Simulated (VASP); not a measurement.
# SnO2 (R3m) in VASP: single point with PBE+TS

Aim: the single point of SnO2 with PBE+TS.

Everything below comes from runs of VASP 6.6.1. Logs are shortened: lines on timing, memory, paths and dates and some standing lists are left out, and cuts for length are marked.

### 1 The cell of the first run

It takes space group R3m (No. 160, trigonal). The conventional cell has a = 3.234 Å, b = 3.234 Å, c = 14.546 Å, α = 90.00°, β = 90.00°, γ = 120.00°. Sn (site symmetry 3m) has 6 O at 2.13 to 2.15 Å within 2.8 Å. Within 2.9 Å of O (site symmetry 3m) lie 3 Sn at 2.13 Å and 3 O at 2.80 Å. O (site symmetry 3m) has 3 Sn at 2.15 Å and 3 O at 2.80 Å within 2.9 Å.

### 2 Single point, PBE+TS (last atom moved by 0.04 Å along z, cell strained by +1.0% along z)

Contents of INCAR:

```
  GGA = PE
  IVDW = 2
  ISMEAR = 0
  SIGMA = 0.03
  LWAVE = False
  LCHARG = False
  ISIF = 2
  PREC = Accurate
  LASPH = True
  LREAL = False
  ALGO = Normal
  EDIFF = 1E-6
  NELM = 120
  GGA_COMPAT = False
  ENCUT = 840
  EFERMI = MIDGAP
```

Contents of KPOINTS:

```
Automatic mesh
0
Gamma
  16 16 16
  0 0 0
```

Contents of POSCAR:

```
SnO2
1.0
    1.6170930752      0.9336291223      4.8485985098
   -1.6170930752      0.9336291223      4.8485985098
    0.0000000000     -1.8672582446      4.8485985098
Sn O
1 2
Direct
    0.5000000000      0.5000000000      0.5000000000
    0.7628300000      0.7628300000      0.7628300000
    0.2399474300      0.2399474300      0.2399474300
```

Potentials or basis: VASP PAW PBE potentials, release 64 (Sn_d, O).

Started as:

```sh
> cat potpaw_PBE.64/Sn_d/POTCAR potpaw_PBE.64/O/POTCAR > POTCAR
> mpirun -np 1 vasp_std > vasp.out
```

OUTCAR:

```text
GGA = PE
   IVDW = 2
   ISMEAR = 0
   ISIF = 2
   PREC = Accurate
   LASPH = True
   LREAL = False
   EDIFF = 1E-6
   NELM = 120
   ENCUT = 840
   EFERMI = MIDGAP
  IVDW =   2

 ion  position               nearest neighbor table
   1  0.500  0.500  0.500-   2 2.13   2 2.13   2 2.13   3 2.15   3 2.15   3 2.15
   2  0.763  0.763  0.763-   1 2.13   1 2.13   1 2.13
   3  0.240  0.240  0.240-   1 2.15   1 2.15   1 2.15

  LATTYP: Found a trigonal (rhomboedric) cell.
 ALAT       =     5.1957252488
 COS(alpha) =     0.8062651836

  Lattice vectors:

 A1 = (   1.6170930752,   0.9336291223,   4.8485985098)
 A2 = (  -1.6170930752,   0.9336291223,   4.8485985098)
 A3 = (   0.0000000000,  -1.8672582446,   4.8485985098)

Analysis of symmetry for initial positions (statically):
=====================================================================
 Subroutine PRICEL returns:
 Original cell was already a primitive cell.

 Routine SETGRP: Setting up the symmetry group for a
 trigonal (rhombohedral) supercell.

 Subroutine GETGRP returns: Found  6 space group operations
 (whereof  6 operations were pure point group operations)
 out of a pool of 12 trial point group operations.

The static configuration has the point symmetry C_3v.

Analysis of symmetry for dynamics (positions and initial velocities):
=====================================================================
 Subroutine PRICEL returns:
 Original cell was already a primitive cell.

 Routine SETGRP: Setting up the symmetry group for a
 trigonal (rhombohedral) supercell.

 Subroutine GETGRP returns: Found  6 space group operations
 (whereof  6 operations were pure point group operations)
 out of a pool of 12 trial point group operations.

The dynamic configuration has the point symmetry C_3v.

 Subroutine INISYM returns: Found  6 space group operations
 (whereof  6 operations are pure point group operations),
 and found     1 'primitive' translations

----------------------------------------------------------------------------------------

                                     Primitive cell

  volume of cell :      43.9215

  direct lattice vectors                    reciprocal lattice vectors
     1.617093075  0.933629122  4.848598510     0.309196797  0.178514854  0.068748388
    -1.617093075  0.933629122  4.848598510    -0.309196797  0.178514854  0.068748388
     0.000000000 -1.867258245  4.848598510     0.000000000 -0.357029708  0.068748388

  length of vectors
[... 96 lines left out ...]
   PSTRESS=    0.0 pullay stress
   NELECT =      26.0000    total number of electrons
   NUPDOWN=      -1.0000    fix difference up-down
   EMIN   =  10.00;   EMAX   =-10.00  energy-range for DOS
   EFERMI =   0.00;   METHOD = MIDGAP
   ISMEAR =     0;   SIGMA  =   0.03  broadening in eV -4-tet -1-fermi 0-gaus
   EFERMI_NEDOS =   21; number of points for ismear=-14 and -15
   IALGO  =     38    algorithm
   IMIX   =      4    mixing-type and parameters
     AMIX     =   0.40;   BMIX     =  1.00
     AMIX_MAG =   1.60;   BMIX_MAG =  1.00
  volume/ion in A,a.u.               =      14.64        98.80
  Fermi-wavevector in a.u.,A,eV,Ry     =   1.374591  2.597601 25.708232  1.889502
  Thomas-Fermi vector in A             =   2.500004
   LORBIT       =      0    0 simple, 1 ext, 2 COOP (PROOUT), +10 PAW based schemes
   GGA     = PE    functional components
   LHFCALC =     F    Hartree Fock is set to
   AEXX    =    0.0000 exact exchange contribution
   IVDW    =     2    specifies the selected vdW correction
   LEPSILON=     F    determine dielectric tensor
   LRPA    =     F    only Hartree local field effects (RPA)

   CSHIFT  =0.1000    complex shift for real part using Kramers Kronig

   OMEGAMAX=  -1.0    maximum frequency
 non-spin polarized calculation
 Gauss-broadening in eV      SIGMA  =   0.03
  energy-cutoff  :      840.00
  volume of cell :       43.92
 maximum number of plane-waves:      2459
 NGX is ok and might be reduce to    50
   NGX = 25   NGY = 25   NGZ = 25

 number of electron      26.0000000 magnetization

 Free energy of the ion-electron system (eV)
  ---------------------------------------------------
  ext. energy  EPLUGINS =         0.00000000
  ---------------------------------------------------
  free energy    TOTEN  =       -18.19177726 eV

  energy without entropy =      -18.19177726  energy(sigma->0) =      -18.19177726

 E-fermi :   4.1099     XC(G=0):  -9.9561

 val. band max:        3.1748510845   @ k =  -0.1875   0.1875   0.0000
 cond. band min:       5.0448724908   @ k =   0.0000   0.0000   0.0000
 fundamental gap:      1.8700214063
 Fermi energy:         4.1098617877

 k-point     1 :       0.0000    0.0000    0.0000
  band No.  band energies     occupation
      1     -16.8109      2.00000
      2     -16.6462      2.00000
      3     -16.6462      2.00000
      4     -16.4783      2.00000
      5     -16.4783      2.00000
      6     -14.6771      2.00000
[... 457 lines left out ...]
      4     -16.5014      2.00000
      5     -16.4794      2.00000
      6     -14.5910      2.00000
[... 9 lines left out ...]
     16      13.1289      0.00000
     17      14.3624      0.00000

 [... further k-points ...]

------------------------ aborting loop because EDIFF is reached ----------------------------------------

  Hirshfeld charges:
            ion         q(e)
   ------------------------------
      1     Sn       0.59056353
      2     O       -0.29369515
      3     O       -0.29686838

  Tkatchenko/Scheffler method for vdW energy calculation

  Number of pair interactions contributing to vdW energy:   71516

  Edisp (eV):   -0.41067

  FORCE on cell =-STRESS in cart. coord.  units (eV):
  Direction    XX          YY          ZZ          XY          YZ          ZX
  --------------------------------------------------------------------------------------
  -------------------------------------------------------------------------------------
  Total      -0.91359    -0.91359    -1.56239     0.00000    -0.00000     0.00000
  in kB     -33.32628   -33.32628   -56.99338     0.00000    -0.00000     0.00000
  external pressure =      -41.22 kB  Pullay stress =        0.00 kB

 VOLUME and BASIS-vectors are now :
 -----------------------------------------------------------------------------
  energy-cutoff  :      840.00
  volume of cell :       43.92
      direct lattice vectors                 reciprocal lattice vectors
     1.617093075  0.933629122  4.848598510     0.309196797  0.178514854  0.068748388
    -1.617093075  0.933629122  4.848598510    -0.309196797  0.178514854  0.068748388
     0.000000000 -1.867258245  4.848598510     0.000000000 -0.357029708  0.068748388

 POSITION                                       TOTAL-FORCE (eV/Angst)
 -----------------------------------------------------------------------------------
      0.00000      0.00000      7.27290         0.000000     -0.000000      0.387972
      0.00000      0.00000     11.09597         0.000000     -0.000000      0.257736
      0.00000      0.00000      3.49023         0.000000      0.000000     -0.645709
 -----------------------------------------------------------------------------------
    total drift:                                0.000000      0.000000      0.000001

  FREE ENERGIE OF THE ION-ELECTRON SYSTEM (eV)
  ---------------------------------------------------
  free  energy   TOTEN  =       -18.6024490508 eV

  energy  without entropy=      -18.6024490508  energy(sigma->0) =      -18.60244905
```

stdout:

```text
POSCAR found type information on POSCAR SnO
 POSCAR found :  2 types and       3 ions
 scaLAPACK will be used
 LDA part: xc-table for (Slater+PW92), standard interpolation
 POSCAR, INCAR and KPOINTS ok, starting setup
 FFT: planning ... GRIDC
 FFT: planning ... GRID_SOFT
 FFT: planning ... GRID
 WAVECAR not read
 entering main loop
 augmentation electrons   26.0168992788320
 total        electrons   26.0168992788320
 augmentation electrons   93.0219846480988
 total        electrons   93.0219846480988
 augmentation electrons   8.83704091970730
 soft         electrons   17.1798583389165
 total        electrons   26.0168992586238
 translations:           3           3           3
```

Run time: 17 min. Hardware: 1 thread of Intel Xeon Platinum 8488C (Sapphire Rapids), shared host; peak memory 0.82 GiB.

What came out:

| Item | Value |
| --- | --- |
| Free energy | -18.6024 eV |
| Pressure | -4.1 GPa |
| Largest force | 0.646 eV/Å |
| Band gap on the k mesh | 1.87 eV (least direct gap 1.95 eV) |
| Hirshfeld charges | Sn +0.59; O -0.29, -0.30 e |
| Dispersion energy per atom | -0.137 eV |

Forces on the atoms (eV/Å):
```
Sn   0.000  0.000  0.388
O    0.000  0.000  0.258
O    0.000  0.000 -0.646
```

Stress tensor (GPa, compression positive):
```
-3.33  0.00  0.00
 0.00 -3.33  0.00
 0.00  0.00 -5.70
```

Levels at points of the mesh, in eV from the valence-band top:
```csv
k point,band 10,band 11,band 12,band 13,band 14,band 15,band 16,band 17
"(0.00, 0.00, 0.00)",-1.22,-0.80,-0.80,-0.08,1.87,5.65,10.98,10.98
"(0.50, 0.00, 0.00)",-2.78,-1.50,-0.58,-0.55,5.13,7.55,10.05,12.11
"(0.50, 0.50, 0.00)",-2.88,-1.17,-0.45,-0.02,4.87,6.78,10.55,11.34
```

Caveat: the cell differs from its parent crystal (last atom moved by 0.04 Å along z, cell strained by +1.0% along z); the cell stands under tension; spin-orbit coupling is left out, which moves the levels of the heavy elements.
